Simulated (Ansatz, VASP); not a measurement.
# Lu: VASP beside Ansatz

Contents of INCAR:

```
ALGO     = Normal         # electronic algorithm
EDIFF    = 1E-6           # SCF threshold, eV
EDIFFG   = -0.005         # ionic threshold
ENCUT    = 600            # plane-wave cutoff, eV
GGA      = PE             # functional
IBRION   = 2              # ionic algorithm
ISIF     = 3              # what is computed and relaxed
ISMEAR   = -1             # smearing method
LASPH    = T              # aspherical terms in the spheres
LCHARG   = F              # write CHGCAR
LREAL    = F              # projectors in reciprocal space
LWAVE    = F              # write WAVECAR
NELM     = 60             # most SCF steps
NSW      = 60             # ionic steps
PREC     = Accurate       # precision mode
SIGMA    = 0.05           # smearing width, eV
```

The input KPOINTS:

```
k-points
0
Gamma
  15 15 15
```

Contents of POSCAR:

```
Lu
1.0
   -1.9392350050      1.9392350050      1.9392350050
    1.9392350050     -1.9392350050      1.9392350050
    1.9392350050      1.9392350050     -1.9392350050
Lu
1
Direct
    0.0000000000      0.0000000000      0.0000000000
```

Input for Ansatz:

```yaml
crystal:
  lattice:
    - [-1.939235005, 1.939235005, 1.939235005]
    - [1.939235005, -1.939235005, 1.939235005]
    - [1.939235005, 1.939235005, -1.939235005]
  atoms:
    - { symbol: Lu, position: [0.0, 0.0, 0.0] }
kpoints:
  mp_grid: { grid: [15, 15, 15] }
scf:
  occupations: { method: fermi_dirac, width: 0.05 }
hamiltonian:
  xc: pbe
  pseudopotentials: { kind: paw }
output:
  forces: true
  stress: true
relax:
  f_tol: 0.005
  max_steps: 40
  cell: {}
```

Alike in both runs: task relaxation of cell and atoms; functional PBE; k mesh 15 × 15 × 15; occupations fermi-dirac, width 0.05 eV; no spin polarisation.

|  | VASP | Ansatz |
| --- | --- | --- |
| version | VASP 6.6.1 | Ansatz 0.2.0 |
| potentials or method | VASP PAW PBE potentials, release 64 (Lu) | PAW with Ansatz's default frozen-core files, scalar-relativistic |
| plane-wave cutoff (eV) | 600 | 420 |
| valence electrons in the cell | 25 | 25 |

Ansatz gave:

- relaxed volume (Å³/atom): 29.60
- relaxed length of the cell vector where the two differ most in proportion (Å): 3.375

Task: Which values does VASP return?

Result: Relaxed volume (Å³/atom): 29.72; relaxed length of the cell vector where the two differ most in proportion (Å): 3.380.

Neither program's run includes spin-orbit coupling.
